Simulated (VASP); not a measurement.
# TiH (P4_2/mmc) in VASP: a series of runs

The runs below take TiH through single point, relaxation of volume and atoms at fixed shape, with r2SCAN.

Everything below comes from runs of VASP 6.6.1. Logs are shortened: lines on timing, memory, paths and dates and some standing lists are left out, and cuts for length are marked.

## (1) The cell of the first run

Symmetry: P4_2/mmc, No. 131, tetragonal system. Conventional cell: a = 2.945 Å, b = 2.945 Å, c = 4.564 Å, α = 90.00°, β = 90.00°, γ = 90.00°. Ti (site symmetry mmm) has 4 H at 1.86 Å within 2.5 Å. Within 2.5 Å of H (site symmetry -4m2) lie 4 Ti at 1.86 Å and 2 H at 2.28 Å.

## (2) Single point, r2SCAN

Contents of POSCAR:

```
TiH
1.0
    2.9446726916      0.0000000000      0.0000000000
    0.0000000000      2.9446726916      0.0000000000
    0.0000000000      0.0000000000      4.5637736208
Ti H
2 2
Direct
    0.5000000000      0.0000000000      0.5000000000
    0.0000000000      0.5000000000      0.0000000000
    0.0000000000      0.0000000000      0.2500000000
    0.0000000000      0.0000000000      0.7500000000
```

Contents of INCAR.step1:

```
SYSTEM = TiH
  PREC = Accurate
  ENCUT = 520
  ISMEAR = 1
  SIGMA = 0.05
  LREAL = .FALSE.
  LASPH = .TRUE.
  NELM = 100
  NBANDS = 21
  GGA = PE
  ALGO = Normal
  EDIFF = 1E-4
  LWAVE = .TRUE.
  LCHARG = .FALSE.
```

Contents of INCAR.step2:

```
SYSTEM = TiH
  PREC = Accurate
  ENCUT = 520
  EDIFF = 1E-6
  ISMEAR = 1
  SIGMA = 0.05
  LREAL = .FALSE.
  LASPH = .TRUE.
  NELM = 100
  ALGO = Normal
  ISIF = 2
  LWAVE = .FALSE.
  LCHARG = .FALSE.
  METAGGA = R2SCAN
  LMIXTAU = .TRUE.
  NBANDS = 21
  ISTART = 1
```

Contents of KPOINTS:

```
regular mesh
0
G
  9 9 6
  0 0 0
```

Potentials or basis: VASP PAW PBE potentials, release 64 (Ti_sv, H).

Launch:

```sh
$ cat potpaw_PBE.64/Ti_sv/POTCAR potpaw_PBE.64/H/POTCAR > POTCAR
$ cp INCAR.step1 INCAR
$ mpirun -np 1 vasp_std > vasp.out
$ cp INCAR.step2 INCAR
$ mpirun -np 1 vasp_std > vasp.out
```

OUTCAR:

```text
SYSTEM = TiH
   PREC = Accurate
   ENCUT = 520
   EDIFF = 1E-6
   ISMEAR = 1
   LREAL = .FALSE.
   LASPH = .TRUE.
   NELM = 100
   ISIF = 2
   METAGGA = R2SCAN
   ISTART = 1

 ion  position               nearest neighbor table
   1  0.500  0.000  0.500-   3 1.86   4 1.86   3 1.86   4 1.86
   2  0.000  0.500  0.000-   3 1.86   4 1.86   3 1.86   4 1.86
   3  0.000  0.000  0.250-   1 1.86   2 1.86   2 1.86   1 1.86
   4  0.000  0.000  0.750-   1 1.86   2 1.86   2 1.86   1 1.86

  LATTYP: Found a simple tetragonal cell.
 ALAT       =     2.9446726916
 C/A-ratio  =     1.5498407119

  Lattice vectors:

 A1 = (   2.9446726916,   0.0000000000,   0.0000000000)
 A2 = (   0.0000000000,   2.9446726916,   0.0000000000)
 A3 = (   0.0000000000,   0.0000000000,   4.5637736208)

Analysis of symmetry for initial positions (statically):
=====================================================================
 Subroutine PRICEL returns:
 Original cell was already a primitive cell.

 Routine SETGRP: Setting up the symmetry group for a
 simple tetragonal supercell.

 Subroutine GETGRP returns: Found 16 space group operations
 (whereof  8 operations were pure point group operations)
 out of a pool of 16 trial point group operations.

The static configuration has the point symmetry D_2h.
 The point group associated with its full space group is D_4h.

Analysis of symmetry for dynamics (positions and initial velocities):
=====================================================================
 Subroutine PRICEL returns:
 Original cell was already a primitive cell.

 Routine SETGRP: Setting up the symmetry group for a
 simple tetragonal supercell.

 Subroutine GETGRP returns: Found 16 space group operations
 (whereof  8 operations were pure point group operations)
 out of a pool of 16 trial point group operations.

The dynamic configuration has the point symmetry D_2h.
 The point group associated with its full space group is D_4h.

 Subroutine INISYM returns: Found 16 space group operations
 (whereof  8 operations are pure point group operations),
 and found     1 'primitive' translations

----------------------------------------------------------------------------------------

                                     Primitive cell

  volume of cell :      39.5729

  direct lattice vectors                    reciprocal lattice vectors
     2.944672692  0.000000000  0.000000000     0.339596317  0.000000000  0.000000000
     0.000000000  2.944672692  0.000000000     0.000000000  0.339596317  0.000000000
     0.000000000  0.000000000  4.563773621     0.000000000  0.000000000  0.219116916

  length of vectors
     2.944672692  2.944672692  4.563773621     0.339596317  0.339596317  0.219116916

  position of ions in fractional coordinates (direct lattice)
     0.500000000  0.000000000  0.500000000
     0.000000000  0.500000000  0.000000000
     0.000000000  0.000000000  0.250000000
     0.000000000  0.000000000  0.750000000

  ion indices of the primitive-cell ions
   primitive index   ion index
                 1           1
                 2           2
                 3           3
                 4           4

----------------------------------------------------------------------------------------

 KPOINTS: regular mesh

Automatic generation of k-mesh.
 Grid dimensions read from file:
 generate k-points for:    9    9    6

 Generating k-lattice:

  Cartesian coordinates                     Fractional coordinates (reciprocal lattice)
     0.037732924  0.000000000  0.000000000     0.111111111  0.000000000  0.000000000
     0.000000000  0.037732924  0.000000000     0.000000000  0.111111111  0.000000000
     0.000000000  0.000000000  0.036519486     0.000000000  0.000000000  0.166666667

  Length of vectors
     0.037732924  0.037732924  0.036519486

  Shift w.r.t. Gamma in fractional coordinates (k-lattice)
     0.000000000  0.000000000  0.000000000

 Subroutine IBZKPT returns following result:
 ===========================================

 Found     60 irreducible k-points:

 Following reciprocal coordinates:
            Coordinates               Weight
  0.000000  0.000000  0.000000      1.000000
  0.111111  0.000000  0.000000      4.000000
  0.222222  0.000000  0.000000      4.000000
  0.333333  0.000000  0.000000      4.000000
  0.444444  0.000000  0.000000      4.000000
  0.111111  0.111111  0.000000      4.000000
[... 16 lines left out ...]
  0.333333  0.111111  0.166667     16.000000
  0.444444  0.111111  0.166667     16.000000
 [... further k-points ...]
   k-points           NKPTS =     60   k-points in BZ     NKDIM =     60   number of bands    NBANDS=     21
   number of dos      NEDOS =    301   number of ions     NIONS =      4
   total plane-waves  NPLWV =  20736
   dimension x,y,z NGX =    24 NGY =   24 NGZ =   36
   dimension x,y,z NGXF=    48 NGYF=   48 NGZF=   72
   ions per type =               2   2
   NGX,Y,Z   is equivalent  to a cutoff of  13.55, 13.55, 13.11 a.u.
   NGXF,Y,Z  is equivalent  to a cutoff of  27.10, 27.10, 26.23 a.u.
 SYSTEM =  TiH
   PREC   = accura    normal or accurate (medium, high low for compatibility)
   ISTART =      1    job   : 0-new  1-cont  2-samecut
   ICHARG =      0    charge: 1-file 2-atom 10-const
   ISPIN  =      1    spin polarized calculation?
   LNONCOLLINEAR =      F non collinear calculations
   LSORBIT =      F    spin-orbit coupling
   LASPH  =      T    aspherical Exc in radial PAW
   ENCUT  =  520.0 eV  38.22 Ry    6.18 a.u.   5.48  5.48  8.49*2*pi/ulx,y,z
   NELM   =    100;   NELMIN=  2; NELMDL=  0     # of ELM steps
   EDIFF  = 0.1E-05   stopping-criterion for ELM
   LREAL  =      F    real-space projection
   EDIFFG = 0.1E-04   stopping-criterion for IOM
   NSW    =      0    number of steps for IOM
   IBRION =     -1    ionic relax: 0-MD 1-quasi-New 2-CG
   NFREE  =      0    steps in history (QN), initial steepest desc. (CG)
   ISIF   =      2    stress and relaxation
   ISYM   =      2    0-nonsym 1-usesym 2-fastsym
   POTIM  = 0.5000    time-step for ionic-motion
   TEBEG  =    0.0;   TEEND  =   0.0 temperature during run
   PSTRESS=    0.0 pullay stress
   NELECT =      26.0000    total number of electrons
   NUPDOWN=      -1.0000    fix difference up-down
   EMIN   =  10.00;   EMAX   =-10.00  energy-range for DOS
   EFERMI =   0.00;   METHOD = LEGACY
   ISMEAR =     1;   SIGMA  =   0.05  broadening in eV -4-tet -1-fermi 0-gaus
   EFERMI_NEDOS =   21; number of points for ismear=-14 and -15
   IALGO  =     38    algorithm
   IMIX   =      4    mixing-type and parameters
     AMIX     =   0.40;   BMIX     =  1.00
     AMIX_MAG =   1.60;   BMIX_MAG =  1.00
  volume/ion in A,a.u.               =       9.89        66.76
  Fermi-wavevector in a.u.,A,eV,Ry     =   1.423202  2.689462 27.558656  2.025504
  Thomas-Fermi vector in A             =   2.543825
   LORBIT       =      0    0 simple, 1 ext, 2 COOP (PROOUT), +10 PAW based schemes
   METAGGA = R2SCAN    functional components
   LHFCALC =     F    Hartree Fock is set to
   AEXX    =    0.0000 exact exchange contribution
   IVDW    =     0    specifies the selected vdW correction
   LEPSILON=     F    determine dielectric tensor
   LRPA    =     F    only Hartree local field effects (RPA)
 non-spin polarized calculation
 Methfessel and Paxton  Order N= 1 SIGMA  =   0.05
  energy-cutoff  :      520.00
  volume of cell :       39.57
 maximum number of plane-waves:      1085
 NGX is ok and might be reduce to    24
   NGX = 11   NGY = 11   NGZ = 17

 number of electron      25.9999998 magnetization

 Free energy of the ion-electron system (eV)
  ---------------------------------------------------
  ext. energy  EPLUGINS =         0.00000000
  ---------------------------------------------------
  free energy    TOTEN  =       -34.49990681 eV

  energy without entropy =      -34.50004595  energy(sigma->0) =      -34.49995319

 E-fermi :   7.6725     XC(G=0): -12.3301

 val. band max:        7.6648523451   @ k =   0.1111   0.0000   0.1667
 cond. band min:       7.6894845362   @ k =   0.1111   0.1111   0.1667
 fundamental gap:      0.0246321912
 Fermi energy:         7.6724559934

 k-point     1 :       0.0000    0.0000    0.0000
  band No.  band energies     occupation
      1     -51.6773      2.00000
      2     -51.5891      2.00000
      3     -27.0817      2.00000
      4     -26.7496      2.00000
      5     -26.7496      2.00000
      6     -26.6172      2.00000
[... 13 lines left out ...]
     20      10.9330      0.00000
     21      15.7232      0.00000

 k-point     2 :       0.1111    0.0000    0.0000
  band No.  band energies     occupation
      1     -51.6702      2.00000
      2     -51.5873      2.00000
      3     -27.0625      2.00000
      4     -26.7907      2.00000
      5     -26.7433      2.00000
      6     -26.6402      2.00000
[... 13 lines left out ...]
     20      11.1262      0.00000
     21      15.6762      0.00000

 k-point     3 :       0.2222    0.0000    0.0000
  band No.  band energies     occupation
      1     -51.6513      2.00000
      2     -51.5836      2.00000
      3     -27.0088      2.00000
      4     -26.8948      2.00000
      5     -26.7475      2.00000
      6     -26.7268      2.00000
[... 13 lines left out ...]
     20      11.8047      0.00000
     21      14.4992      0.00000
[... 457 lines left out ...]
 k-point    23 :       0.3333    0.1111    0.1667
  band No.  band energies     occupation
      1     -51.6182      2.00000
      2     -51.5820      2.00000
      3     -27.0452      2.00000
      4     -26.9185      2.00000
      5     -26.8483      2.00000
      6     -26.7389      2.00000
[... 13 lines left out ...]
     20      12.2038      0.00000
     21      13.7139      0.00000

 k-point    24 :       0.4444    0.1111    0.1667
  band No.  band energies     occupation
      1     -51.5982      2.00000
      2     -51.5851      2.00000
      3     -27.1153      2.00000
      4     -26.9708      2.00000
      5     -26.8056      2.00000
      6     -26.7380      2.00000
[... 13 lines left out ...]
     20      11.8841      0.00000
     21      13.8577      0.00000

 [... further k-points ...]

------------------------ aborting loop because EDIFF is reached ----------------------------------------

  FORCE on cell =-STRESS in cart. coord.  units (eV):
  Direction    XX          YY          ZZ          XY          YZ          ZX
  --------------------------------------------------------------------------------------
  -------------------------------------------------------------------------------------
  Total        0.0776290      0.0776290      0.1332593      0.0000000      0.0000000      0.0000000
  in kB        3.1429436      3.1429436      5.3952305      0.0000000      0.0000000      0.0000000
  external PRESSURE =       3.8937059 kB  Pullay stress =       0.0000000 kB

 VOLUME and BASIS-vectors are now :
 -----------------------------------------------------------------------------
  energy-cutoff  :      520.00
  volume of cell :       39.57
      direct lattice vectors                 reciprocal lattice vectors
     2.944672692  0.000000000  0.000000000     0.339596317  0.000000000  0.000000000
     0.000000000  2.944672692  0.000000000     0.000000000  0.339596317  0.000000000
     0.000000000  0.000000000  4.563773621     0.000000000  0.000000000  0.219116916

 POSITION                                       TOTAL-FORCE (eV/Angst)
 -----------------------------------------------------------------------------------
      1.47234      0.00000      2.28189         0.000000      0.000000      0.000000
      0.00000      1.47234      0.00000         0.000000      0.000000      0.000000
      0.00000      0.00000      1.14094         0.000000      0.000000     -0.000000
      0.00000      0.00000      3.42283        -0.000000      0.000000     -0.000000
 -----------------------------------------------------------------------------------
    total drift:                                0.000000      0.000000     -0.000000

  FREE ENERGIE OF THE ION-ELECTRON SYSTEM (eV)
  ---------------------------------------------------
  free  energy   TOTEN  =       -34.4999068069 eV

  energy  without entropy=      -34.5000459485  energy(sigma->0) =      -34.49995319
```

Wall time 87 s (1 thread of Intel Xeon Platinum 8488C (Sapphire Rapids), shared host); peak memory 0.19 GiB.

What came out:

| Item | Value |
| --- | --- |
| Free energy | -34.4999 eV |
| Pressure | 0.4 GPa |
| Band gap on the k mesh | zero (band 13 reaches 7.98 eV, above the bottom of band 14 at 7.10 eV) |

Levels at points of the mesh, in eV from the Fermi level:
| k point | band 11 | band 12 | band 13 | band 14 | band 15 | band 16 |
| --- | --- | --- | --- | --- | --- | --- |
| (0.00, 0.00, 0.00) | -2.82 | -2.59 | 0.06 | 0.70 | 0.70 | 1.76 |
| (0.00, 0.00, 0.50) | -1.44 | -1.44 | 0.10 | 0.10 | 1.57 | 1.57 |

Caveat: the PAW data sets were made with another functional, which shifts forces and pressure a little.

[end of part 1 of 2]
